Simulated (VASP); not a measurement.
# GaAs (F-43m) in VASP: further runs

GaAs is run at these levels: PBEsol; tasks: single point, relaxation of cell and atoms.

Everything below comes from runs of VASP 6.6.1. Logs are shortened: lines on timing, memory, paths and dates and some standing lists are left out, and cuts for length are marked.

## 1. The cell of the first run

It takes space group F-43m (No. 216, cubic). Conventional cell: a = 5.608 Å, b = 5.608 Å, c = 5.608 Å, α = 90.00°, β = 90.00°, γ = 90.00°. Ga (site symmetry -43m) has 4 As at 2.43 Å within 3.2 Å. Within 3.2 Å of As (site symmetry -43m) lie 4 Ga at 2.43 Å.

## 2. Single point, PBEsol

INCAR

```
PREC = Accurate
ENCUT = 520
EDIFF = 1E-7
ISMEAR = 0
SIGMA = 0.01
LREAL = F
LASPH = T
NELM = 60
ALGO = Normal
ISIF = 2
LWAVE = F
LCHARG = F
GGA = PS
NBANDS = 16
```

KPOINTS

```
Automatic mesh
0
Gamma
  8 8 8
```

POSCAR

```
GaAs
1.0
    0.0000000000      2.8037834735      2.8037834735
    2.8037834735      0.0000000000      2.8037834735
    2.8037834735      2.8037834735      0.0000000000
Ga As
1 1
Direct
    0.0000000000      0.0000000000      0.0000000000
    0.7500000000      0.7500000000      0.7500000000
```

Potentials or basis: VASP PAW PBE potentials, release 64 (Ga_d, As).

Run with:

```bash
$ cat potpaw_PBE.64/Ga_d/POTCAR potpaw_PBE.64/As/POTCAR > POTCAR
$ mpirun -np 1 vasp_std > vasp.out
```

OUTCAR:

```text
PREC = Accurate
   ENCUT = 520
   EDIFF = 1E-7
   ISMEAR = 0
   LREAL = F
   LASPH = T
   NELM = 60
   ISIF = 2
   GGA = PS

 ion  position               nearest neighbor table
   1  0.000  0.000  0.000-   2 2.43   2 2.43   2 2.43   2 2.43
   2  0.750  0.750  0.750-   1 2.43   1 2.43   1 2.43   1 2.43

  LATTYP: Found a face centered cubic cell.
 ALAT       =     5.6075669470

  Lattice vectors:

 A1 = (   0.0000000000,   2.8037834735,   2.8037834735)
 A2 = (   2.8037834735,   0.0000000000,   2.8037834735)
 A3 = (   2.8037834735,   2.8037834735,   0.0000000000)

Analysis of symmetry for initial positions (statically):
=====================================================================
 Subroutine PRICEL returns:
 Original cell was already a primitive cell.

 Routine SETGRP: Setting up the symmetry group for a
 face centered cubic supercell.

 Subroutine GETGRP returns: Found 24 space group operations
 (whereof 24 operations were pure point group operations)
 out of a pool of 48 trial point group operations.

The static configuration has the point symmetry T_d .

Analysis of symmetry for dynamics (positions and initial velocities):
=====================================================================
 Subroutine PRICEL returns:
 Original cell was already a primitive cell.

 Routine SETGRP: Setting up the symmetry group for a
 face centered cubic supercell.

 Subroutine GETGRP returns: Found 24 space group operations
 (whereof 24 operations were pure point group operations)
 out of a pool of 48 trial point group operations.

The dynamic configuration has the point symmetry T_d .

 Subroutine INISYM returns: Found 24 space group operations
 (whereof 24 operations are pure point group operations),
 and found     1 'primitive' translations

----------------------------------------------------------------------------------------

                                     Primitive cell

  volume of cell :      44.0822

  direct lattice vectors                    reciprocal lattice vectors
     0.000000000  2.803783473  2.803783473    -0.178330461  0.178330461  0.178330461
     2.803783473  0.000000000  2.803783473     0.178330461 -0.178330461  0.178330461
     2.803783473  2.803783473  0.000000000     0.178330461  0.178330461 -0.178330461

  length of vectors
     3.965148614  3.965148614  3.965148614     0.308877419  0.308877419  0.308877419

  position of ions in fractional coordinates (direct lattice)
     0.000000000  0.000000000  0.000000000
     0.750000000  0.750000000  0.750000000

  ion indices of the primitive-cell ions
   primitive index   ion index
                 1           1
                 2           2

----------------------------------------------------------------------------------------

 KPOINTS: Automatic mesh

Automatic generation of k-mesh.
 Grid dimensions read from file:
 generate k-points for:    8    8    8

 Generating k-lattice:

  Cartesian coordinates                     Fractional coordinates (reciprocal lattice)
    -0.022291308  0.022291308  0.022291308     0.125000000  0.000000000  0.000000000
     0.022291308 -0.022291308  0.022291308     0.000000000  0.125000000  0.000000000
     0.022291308  0.022291308 -0.022291308     0.000000000  0.000000000  0.125000000

  Length of vectors
     0.038609677  0.038609677  0.038609677

  Shift w.r.t. Gamma in fractional coordinates (k-lattice)
     0.000000000  0.000000000  0.000000000

 Subroutine IBZKPT returns following result:
 ===========================================

 Found     29 irreducible k-points:

 Following reciprocal coordinates:
            Coordinates               Weight
  0.000000  0.000000  0.000000      1.000000
  0.125000  0.000000  0.000000      8.000000
  0.250000  0.000000  0.000000      8.000000
  0.375000  0.000000  0.000000      8.000000
  0.500000  0.000000  0.000000      4.000000
  0.125000  0.125000  0.000000      6.000000
[... 16 lines left out ...]
  0.500000  0.250000  0.125000     48.000000
 -0.375000  0.250000  0.125000     24.000000
 [... further k-points ...]
   k-points           NKPTS =     29   k-points in BZ     NKDIM =     29   number of bands    NBANDS=     16
   number of dos      NEDOS =    301   number of ions     NIONS =      2
   total plane-waves  NPLWV =  27000
   dimension x,y,z NGX =    30 NGY =   30 NGZ =   30
   dimension x,y,z NGXF=    60 NGYF=   60 NGZF=   60
   ions per type =               1   1
   NGX,Y,Z   is equivalent  to a cutoff of  12.58, 12.58, 12.58 a.u.
   NGXF,Y,Z  is equivalent  to a cutoff of  25.16, 25.16, 25.16 a.u.
 SYSTEM =  unknown system
   PREC   = accura    normal or accurate (medium, high low for compatibility)
   ISTART =      0    job   : 0-new  1-cont  2-samecut
   ICHARG =      2    charge: 1-file 2-atom 10-const
   ISPIN  =      1    spin polarized calculation?
   LNONCOLLINEAR =      F non collinear calculations
   LSORBIT =      F    spin-orbit coupling
   LASPH  =      T    aspherical Exc in radial PAW
   ENCUT  =  520.0 eV  38.22 Ry    6.18 a.u.   7.37  7.37  7.37*2*pi/ulx,y,z
   NELM   =     60;   NELMIN=  2; NELMDL= -5     # of ELM steps
   EDIFF  = 0.1E-06   stopping-criterion for ELM
   LREAL  =      F    real-space projection
   EDIFFG = 0.1E-05   stopping-criterion for IOM
   NSW    =      0    number of steps for IOM
   IBRION =     -1    ionic relax: 0-MD 1-quasi-New 2-CG
   NFREE  =      0    steps in history (QN), initial steepest desc. (CG)
   ISIF   =      2    stress and relaxation
   ISYM   =      2    0-nonsym 1-usesym 2-fastsym
   POTIM  = 0.5000    time-step for ionic-motion
   TEBEG  =    0.0;   TEEND  =   0.0 temperature during run
   PSTRESS=    0.0 pullay stress
   NELECT =      18.0000    total number of electrons
   NUPDOWN=      -1.0000    fix difference up-down
   EMIN   =  10.00;   EMAX   =-10.00  energy-range for DOS
   EFERMI =   0.00;   METHOD = LEGACY
   ISMEAR =     0;   SIGMA  =   0.01  broadening in eV -4-tet -1-fermi 0-gaus
   EFERMI_NEDOS =   21; number of points for ismear=-14 and -15
   IALGO  =     38    algorithm
   IMIX   =      4    mixing-type and parameters
     AMIX     =   0.40;   BMIX     =  1.00
     AMIX_MAG =   1.60;   BMIX_MAG =  1.00
  volume/ion in A,a.u.               =      22.04       148.74
  Fermi-wavevector in a.u.,A,eV,Ry     =   1.214538  2.295144 20.069997  1.475103
  Thomas-Fermi vector in A             =   2.349955
   LORBIT       =      0    0 simple, 1 ext, 2 COOP (PROOUT), +10 PAW based schemes
   GGA     = PS    functional components
   LHFCALC =     F    Hartree Fock is set to
   AEXX    =    0.0000 exact exchange contribution
   IVDW    =     0    specifies the selected vdW correction
   LEPSILON=     F    determine dielectric tensor
   LRPA    =     F    only Hartree local field effects (RPA)
 non-spin polarized calculation
 Gauss-broadening in eV      SIGMA  =   0.01
  energy-cutoff  :      520.00
  volume of cell :       44.08
 maximum number of plane-waves:      1243
 NGX is ok and might be reduce to    30
   NGX = 15   NGY = 15   NGZ = 15

 number of electron      18.0000012 magnetization

 Free energy of the ion-electron system (eV)
  ---------------------------------------------------
  ext. energy  EPLUGINS =         0.00000000
  ---------------------------------------------------
  free energy    TOTEN  =        -9.07872104 eV

  energy without entropy =       -9.07872104  energy(sigma->0) =       -9.07872104

 E-fermi :   4.1134     XC(G=0):  -9.8828

 val. band max:        4.0395603867   @ k =   0.0000   0.0000   0.0000
 cond. band min:       4.6803473994   @ k =   0.0000   0.0000   0.0000
 fundamental gap:      0.6407870127
 Fermi energy:         4.1134150299

 k-point     1 :       0.0000    0.0000    0.0000
  band No.  band energies     occupation
      1     -10.7842      2.00000
      2     -10.7842      2.00000
      3     -10.7842      2.00000
      4     -10.6979      2.00000
      5     -10.6979      2.00000
      6      -8.8933      2.00000
[... 8 lines left out ...]
     15      14.2103      0.00000
     16      14.2103      0.00000

 k-point     2 :       0.1250    0.0000    0.0000
  band No.  band energies     occupation
      1     -10.7999      2.00000
      2     -10.7803      2.00000
      3     -10.7803      2.00000
      4     -10.6981      2.00000
      5     -10.6981      2.00000
      6      -8.7026      2.00000
[... 8 lines left out ...]
     15      13.2897      0.00000
     16      13.2897      0.00000

 k-point     3 :       0.2500    0.0000    0.0000
  band No.  band energies     occupation
      1     -10.8337      2.00000
      2     -10.7718      2.00000
      3     -10.7718      2.00000
      4     -10.6976      2.00000
      5     -10.6976      2.00000
      6      -8.1701      2.00000
[... 8 lines left out ...]
     15      13.0427      0.00000
     16      13.0427      0.00000

 k-point     4 :       0.3750    0.0000    0.0000
  band No.  band energies     occupation
      1     -10.8632      2.00000
      2     -10.7651      2.00000
      3     -10.7651      2.00000
      4     -10.6953      2.00000
      5     -10.6953      2.00000
      6      -7.4518      2.00000
[... 8 lines left out ...]
     15      14.2516      0.00000
     16      14.2516      0.00000
[... 324 lines left out ...]
 k-point    22 :       0.3750    0.2500    0.1250
  band No.  band energies     occupation
      1     -10.8580      2.00000
      2     -10.7617      2.00000
      3     -10.7587      2.00000
      4     -10.7069      2.00000
      5     -10.6923      2.00000
      6      -7.7220      2.00000
[... 8 lines left out ...]
     15      14.9819      0.00000
     16      15.4841      0.00000

 k-point    23 :       0.5000    0.2500    0.1250
  band No.  band energies     occupation
      1     -10.8761      2.00000
      2     -10.7578      2.00000
      3     -10.7513      2.00000
      4     -10.7056      2.00000
      5     -10.6927      2.00000
      6      -7.0559      2.00000
[... 8 lines left out ...]
     15      14.8982      0.00000
     16      16.3073      0.00000

 k-point    24 :      -0.3750    0.2500    0.1250
  band No.  band energies     occupation
      1     -10.8829      2.00000
      2     -10.7571      2.00000
      3     -10.7486      2.00000
      4     -10.7029      2.00000
      5     -10.6941      2.00000
      6      -6.6781      2.00000
[... 8 lines left out ...]
     15      15.6096      0.00000
     16      16.2362      0.00000

 [... further k-points ...]
[... 5 lines left out ...]
  --------------------------------------------------------------------------------------
  -------------------------------------------------------------------------------------
  Total        0.6019794      0.6019794      0.6019794      0.0000000      0.0000000      0.0000000
  in kB       21.8790683     21.8790683     21.8790683      0.0000000      0.0000000      0.0000000
  external PRESSURE =      21.8790683 kB  Pullay stress =       0.0000000 kB

 VOLUME and BASIS-vectors are now :
 -----------------------------------------------------------------------------
  energy-cutoff  :      520.00
  volume of cell :       44.08
      direct lattice vectors                 reciprocal lattice vectors
     0.000000000  2.803783473  2.803783473    -0.178330461  0.178330461  0.178330461
     2.803783473  0.000000000  2.803783473     0.178330461 -0.178330461  0.178330461
     2.803783473  2.803783473  0.000000000     0.178330461  0.178330461 -0.178330461

 POSITION                                       TOTAL-FORCE (eV/Angst)
 -----------------------------------------------------------------------------------
      0.00000      0.00000      0.00000         0.000000      0.000000      0.000000
      4.20568      4.20568      4.20568        -0.000000     -0.000000     -0.000000
 -----------------------------------------------------------------------------------
    total drift:                                0.000000      0.000000      0.000000

  FREE ENERGIE OF THE ION-ELECTRON SYSTEM (eV)
  ---------------------------------------------------
  free  energy   TOTEN  =        -9.0787210408 eV

  energy  without entropy=       -9.0787210408  energy(sigma->0) =       -9.07872104
```

Wall time 11 s (1 thread of AMD EPYC 9R45 (Zen 5), shared host); peak memory 0.14 GiB.

Results:

- Free energy: -9.0787 eV
- Pressure: 2.2 GPa
- Band gap on the k mesh: 0.64 eV, direct

Caveat: the PAW data sets were made with another functional, which shifts forces and pressure a little.

## 3. Relaxation of cell and atoms, PBEsol, target pressure 1 GPa, at which the enthalpy is minimised

This run uses another cell than the first one, of 22.65 Å³/atom, 1.027 times its volume.

INCAR

```
SYSTEM = GaAs
PREC     = Accurate       ! precision mode
ENCUT    = 600            ! plane-wave cutoff, eV
EDIFF    = 1E-6           ! SCF threshold, eV
ISMEAR   = 0              ! smearing method
SIGMA    = 0.01           ! smearing width, eV
LREAL    = .False.        ! projectors in reciprocal space
LASPH    = .True.         ! aspherical terms in the spheres
NELM     = 80             ! most SCF steps
ALGO     = Normal         ! electronic algorithm
ISIF     = 3              ! what is computed and relaxed
LWAVE    = .False.        ! write WAVECAR
LCHARG   = .False.        ! write CHGCAR
GGA      = PS             ! functional
IBRION   = 2              ! ionic algorithm
NSW      = 100            ! ionic steps
EDIFFG   = -0.002         ! ionic threshold
PSTRESS  = 10.0
```

KPOINTS

```
Automatic mesh
0
Gamma
  8 8 8
  0 0 0
```

POSCAR

```
GaAs
1.0
    0.0000000000      2.8291964418      2.8291964418
    2.8291964418      0.0000000000      2.8291964418
    2.8291964418      2.8291964418      0.0000000000
Ga As
1 1
Direct
    0.0000000000      0.0000000000      0.0000000000
    0.7500000000      0.7500000000      0.7500000000
```

Potentials or basis: VASP PAW PBE potentials, release 64 (Ga_d, As).

Run with:

```bash
$ cat potpaw_PBE.64/Ga_d/POTCAR potpaw_PBE.64/As/POTCAR > POTCAR
$ mpirun -np 1 vasp_std > vasp.out
```

Run time: 30 s. Hardware: 1 thread of AMD EPYC 9R45 (Zen 5), shared host; peak memory 0.17 GiB.

Results (log left out):

```yaml
Free_energy: -9.0854 eV
Relaxed_volume: 22.37 Å³/atom
Relaxed_cell: a = 3.985 Å, b = 3.985 Å, c = 3.985 Å, α = 60.00°, β = 60.00°, γ = 60.00°
Space_group_after_relaxing_to_0.05_Å: F-43m (No. 216)
Energy_change_on_relaxing_the_enthalpy_is_what_falls: +1.0 meV/atom
Ionic_steps: 6
Pressure_after_relaxing: 1.0 GPa
Band_gap_on_the_k_mesh: 0.53 eV, direct
```

The path:
```csv
step,energy change (eV),largest force (eV/Å),pressure (GPa),volume (Å³)
1,0.0000,0.0000,0.14,45.29
2,0.0039,0.0000,1.41,44.50
3,0.0019,0.0000,0.95,44.76
4,0.0021,0.0000,1.08,44.73
5,0.0020,0.0000,0.97,44.75
6,0.0020,0.0000,1.01,44.75
```

Final structure:
```
CELL_PARAMETERS angstrom
0.00000 2.81785 2.81785
2.81785 0.00000 2.81785
2.81785 2.81785 0.00000
ATOMIC_POSITIONS crystal
Ga 0.00000 0.00000 0.00000
As 0.75000 0.75000 0.75000
```

Levels at points of the mesh, in eV from the valence-band top:
| k point | band 6 | band 7 | band 8 | band 9 | band 10 | band 11 | band 12 | band 13 |
| --- | --- | --- | --- | --- | --- | --- | --- | --- |
| (0.00, 0.00, 0.00) | -12.82 | 0.00 | 0.00 | 0.00 | 0.53 | 3.69 | 3.69 | 3.69 |
| (0.50, 0.00, 0.00) | -11.01 | -6.73 | -1.16 | -1.16 | 0.95 | 4.59 | 4.59 | 7.59 |
| (0.50, 0.50, 0.00) | -10.26 | -6.90 | -2.73 | -2.73 | 1.33 | 1.57 | 10.20 | 10.20 |

Caveat: the cell is relaxed towards a set pressure, so the enthalpy falls and the energy may rise; the PAW data sets were made with another functional, which shifts forces and pressure a little. A k mesh can miss the band edges.
